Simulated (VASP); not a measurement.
# K (P6_3/mmc) in VASP: further runs, part 2 of 2

VASP 6.6.1. The steps go on from the part before.

## 4. Relaxation of shape and atoms at fixed volume, PBE+D3(BJ) (76.16 Å³/atom)

This run uses another cell than the first one, of 76.16 Å³/atom.

Contents of INCAR:

```
SYSTEM = K
  PREC = Accurate
  ENCUT = 600
  EDIFF = 1E-7
  ISMEAR = 0
  SIGMA = 0.1
  LREAL = .FALSE.
  LASPH = .TRUE.
  NELM = 100
  ALGO = Fast
  ISIF = 4
  LWAVE = .FALSE.
  LCHARG = .FALSE.
  GGA = PE
  IVDW = 12
  IBRION = 2
  NSW = 50
  EDIFFG = -0.01
```

Contents of KPOINTS:

```
Automatic mesh
0
G
  12 12 6
  0 0 0
```

Contents of POSCAR:

```
K
1.0
    4.7554578110      0.0000000000      0.0000000000
   -2.3777289055      4.1183472710      0.0000000000
    0.0000000000      0.0000000000      7.7774794454
K
2
Direct
    0.3333333333      0.6666666667      0.2500000000
    0.6666666667      0.3333333333      0.7500000000
```

Potentials or basis: VASP PAW PBE potentials, release 64 (K_sv).

Run with:

```console
$ cat potpaw_PBE.64/K_sv/POTCAR > POTCAR
$ mpirun -np 1 vasp_std > vasp.out
```

OUTCAR:

```text
SYSTEM = K
   PREC = Accurate
   ENCUT = 600
   EDIFF = 1E-7
   ISMEAR = 0
   LREAL = .FALSE.
   LASPH = .TRUE.
   NELM = 100
   ISIF = 4
   GGA = PE
   IVDW = 12
   IBRION = 2
   NSW = 50
   EDIFFG = -0.01
 IVDW          = 12

 ion  position               nearest neighbor table
   1  0.333  0.667  0.250-
   2  0.667  0.333  0.750-

  LATTYP: Found a hexagonal cell.
 ALAT       =     4.7554578110
 C/A-ratio  =     1.6354849006

  Lattice vectors:

 A1 = (   4.7554578110,   0.0000000000,   0.0000000000)
 A2 = (  -2.3777289055,   4.1183472710,   0.0000000000)
 A3 = (   0.0000000000,   0.0000000000,   7.7774794454)

Analysis of symmetry for initial positions (statically):
=====================================================================
 Subroutine PRICEL returns:
 Original cell was already a primitive cell.

 Routine SETGRP: Setting up the symmetry group for a
 hexagonal supercell.

 Subroutine GETGRP returns: Found 24 space group operations
 (whereof 12 operations were pure point group operations)
 out of a pool of 24 trial point group operations.

The static configuration has the point symmetry D_3d.
 The point group associated with its full space group is D_6h.

Analysis of symmetry for dynamics (positions and initial velocities):
=====================================================================
 Subroutine PRICEL returns:
 Original cell was already a primitive cell.

 Routine SETGRP: Setting up the symmetry group for a
 hexagonal supercell.

 Subroutine GETGRP returns: Found 24 space group operations
 (whereof 12 operations were pure point group operations)
 out of a pool of 24 trial point group operations.

The dynamic configuration has the point symmetry D_3d.
 The point group associated with its full space group is D_6h.

 Subroutine INISYM returns: Found 24 space group operations
 (whereof 12 operations are pure point group operations),
 and found     1 'primitive' translations

----------------------------------------------------------------------------------------

                                     Primitive cell

[... 125 lines left out ...]
  energy-cutoff  :      600.00
  volume of cell :      152.32
 maximum number of plane-waves:      5143
 NGX is ok and might be reduce to    40
   NGX = 19   NGY = 19   NGZ = 31

 number of electron      18.0000001 magnetization

 Free energy of the ion-electron system (eV)
  ---------------------------------------------------
  ext. energy  EPLUGINS =         0.00000000
  ---------------------------------------------------
  free energy    TOTEN  =        -2.09930109 eV

  energy without entropy =       -2.09162875  energy(sigma->0) =       -2.09546492

 E-fermi :  -0.2129     XC(G=0):  -5.5675

 val. band max:       -0.2358327069   @ k =   0.4167   0.0833   0.1667
 cond. band min:      -0.2101665678   @ k =   0.3333   0.1667   0.3333
 fundamental gap:      0.0256661391
 Fermi energy:        -0.2128554725

 k-point     1 :       0.0000    0.0000    0.0000
  band No.  band energies     occupation
      1     -32.3424      2.00000
      2     -32.3393      2.00000
      3     -15.8535      2.00000
      4     -15.8038      2.00000
      5     -15.8038      2.00000
      6     -15.7956      2.00000
      7     -15.7956      2.00000
      8     -15.7953      2.00000
      9      -2.3035      2.00000
     10       0.1206      0.00000
     11       0.3390      0.00000
     12       3.8616      0.00000
     13       3.8735      0.00000
[... 354 lines left out ...]
  band No.  band energies     occupation
      1     -32.3401      2.00000
      2     -32.3385      2.00000
      3     -15.8424      2.00000
      4     -15.8324      2.00000
      5     -15.8279      2.00000
      6     -15.8131      2.00000
      7     -15.8037      2.00000
      8     -15.8026      2.00000
      9      -1.1499      2.00000
     10       0.4259      0.00000
     11       1.4002      0.00000
     12       1.7668      0.00000
     13       2.5929      0.00000

 [... further k-points ...]

------------------------ aborting loop because EDIFF is reached ----------------------------------------

 Edisp (eV)   -0.21844

 E8    (eV) :    -0.1178

  FORCE on cell =-STRESS in cart. coord.  units (eV):
  Direction    XX          YY          ZZ          XY          YZ          ZX
  --------------------------------------------------------------------------------------
  -------------------------------------------------------------------------------------
  Total      -0.31509    -0.31509    -0.32273     0.00000     0.00000    -0.00000
  in kB      -3.31434    -3.31434    -3.39463     0.00000     0.00000    -0.00000
  external pressure =       -3.34 kB  Pullay stress =        0.00 kB

 VOLUME and BASIS-vectors are now :
 -----------------------------------------------------------------------------
  energy-cutoff  :      600.00
  volume of cell :      152.32
      direct lattice vectors                 reciprocal lattice vectors
     4.755457811  0.000000000  0.000000000     0.210284696  0.121407926  0.000000000
    -2.377728906  4.118347271  0.000000000     0.000000000  0.242815852  0.000000000
     0.000000000  0.000000000  7.777479445     0.000000000  0.000000000  0.128576360

 POSITION                                       TOTAL-FORCE (eV/Angst)
 -----------------------------------------------------------------------------------
     -0.00000      2.74556      1.94437         0.000000     -0.000000     -0.000000
      2.37773      1.37278      5.83311         0.000000      0.000000      0.000000
 -----------------------------------------------------------------------------------
    total drift:                               -0.000000      0.000000     -0.000000

  FREE ENERGIE OF THE ION-ELECTRON SYSTEM (eV)
  ---------------------------------------------------
  free  energy   TOTEN  =        -2.3177404501 eV

  energy  without entropy=       -2.3100681162  energy(sigma->0) =       -2.31390428

 reached required accuracy - stopping structural energy minimisation
```

Run time: 4.6 min. Hardware: 1 thread of Intel Xeon Platinum 8259CL at 2.50GHz (Skylake/Cascade Lake), shared host; peak memory 0.4 GiB.

Results:

```yaml
Free_energy: -2.3177 eV
Pressure_after_relaxing: -0.3 GPa
Band_gap_on_the_k_mesh: zero (bands 9 and 10 overlap by 2.62 eV)
Dispersion_energy_per_atom: -0.109 eV
```

Final structure:
```
K
1.0
     4.75546    0.00000    0.00000
    -2.37773    4.11835    0.00000
     0.00000    0.00000    7.77748
K
2
Direct
  0.33333 0.66667 0.25000
  0.66667 0.33333 0.75000
```

## 5. Relaxation of cell and atoms, PBE+D3(BJ)

This run uses another cell than the first one, of 76.90 Å³/atom.

Contents of INCAR:

```
PREC = Accurate
ENCUT = 600
EDIFF = 1E-6
ISMEAR = 0
SIGMA = 0.1
LREAL = False
LASPH = True
NELM = 80
ALGO = Fast
ISIF = 3
LWAVE = False
LCHARG = False
GGA = PE
IVDW = 12
IBRION = 2
NSW = 100
EDIFFG = -0.005
```

Contents of KPOINTS:

```
regular mesh
0
Gamma
  12 12 6
```

Contents of POSCAR:

```
K
1.0
    4.7623960204      0.0000000000      0.0000000000
   -2.3811980102      4.1243559365      0.0000000000
    0.0000000000      0.0000000000      7.8299713200
K
2
Direct
    0.3333333300      0.6666666700      0.2500000000
    0.6666666700      0.3333333300      0.7500000000
```

Run with:

```console
$ cat potpaw_PBE.64/K_sv/POTCAR > POTCAR
$ mpirun -np 1 vasp_std > vasp.out
```

Wall time 18 min (1 thread of Intel Xeon Platinum 8259CL at 2.50GHz (Skylake/Cascade Lake), shared host); peak memory 0.43 GiB.

It converged, with:

```yaml
Free_energy: -2.3336 eV
Relaxed_volume: 69.26 Å³/atom
Relaxed_cell: a = 4.604 Å, b = 4.604 Å, c = 7.544 Å, α = 90.00°, β = 90.00°, γ = 120.00°
Space_group_after_relaxing_to_0.1_Å: P6_3/mmc (No. 194)
Energy_gained_by_relaxing: 9.5 meV/atom
Ionic_steps: 5
Pressure_after_relaxing: 0.0 GPa
Band_gap_on_the_k_mesh: zero (bands 9 and 10 overlap by 2.71 eV)
Dispersion_energy_per_atom: -0.120 eV
```

The path:
```csv
step,energy change (eV),largest force (eV/Å),pressure (GPa),volume (Å³)
1,0.0000,0.0000,-0.36,153.79
2,-0.0078,0.0000,-0.29,149.95
3,-0.0191,0.0000,-0.02,138.80
4,-0.0191,0.0000,0.04,138.12
5,-0.0191,0.0000,0.00,138.51
```

Final structure:
```
K
1.0
     4.60439    0.00000    0.00000
    -2.30219    3.98752    0.00000
     0.00000    0.00000    7.54418
K
2
Direct
  0.33333 0.66667 0.25000
  0.66667 0.33333 0.75000
```

Levels at points of the mesh, in eV from the Fermi level:
```
           k point  band 6  band 7  band 8  band 9  band 10  band 11  band 12  band 13
(0.00, 0.00, 0.00)  -15.52  -15.52  -15.52   -2.22     0.33     0.58     4.16     4.17
(0.50, 0.00, 0.00)  -15.55  -15.54  -15.53    0.15     0.28     1.64     1.99     2.38
(0.00, 0.00, 0.50)  -15.53  -15.53  -15.53   -1.48    -1.48     2.80     2.80     4.20
(0.50, 0.00, 0.50)  -15.54  -15.54  -15.54    0.64     0.64     0.93     0.93     3.12
```

## 6. Overview

| task | cell | gap on the mesh (eV) | pressure (GPa) | relaxed volume (Å³/atom) |
| --- | --- | --- | --- | --- |
| relaxation of shape and atoms at fixed volume | relaxed from a = 4.513, b = 4.513, c = 7.380 Å, angles 90.0, 90.0, 120.0°, 2 atoms | none | 0.3 | 65.08 |
| relaxation of shape and atoms at fixed volume | relaxed from a = 4.560, b = 4.560, c = 7.458 Å, angles 90.0, 90.0, 120.0°, 2 atoms | none | 0.1 | 67.16 |
| relaxation of shape and atoms at fixed volume | relaxed from a = 4.755, b = 4.755, c = 7.777 Å, angles 90.0, 90.0, 120.0°, 2 atoms | none | -0.3 | 76.16 |
| relaxation of cell and atoms | relaxed from a = 4.762, b = 4.762, c = 7.830 Å, angles 90.0, 90.0, 120.0°, 2 atoms | none | 0.0 | 69.26 |

Alike in all rows: level PBE+D3(BJ); potentials or basis VASP PAW PBE potentials, release 64 (K_sv); no spin polarisation; k mesh 12 × 12 × 6; cutoff (eV) 600; smearing gaussian 0.1 eV.

Total energies depend on the potentials used, so only differences within one code and one set of settings carry meaning.

The gap in the log of VASP goes by the Fermi energy; the results here count the filled bands.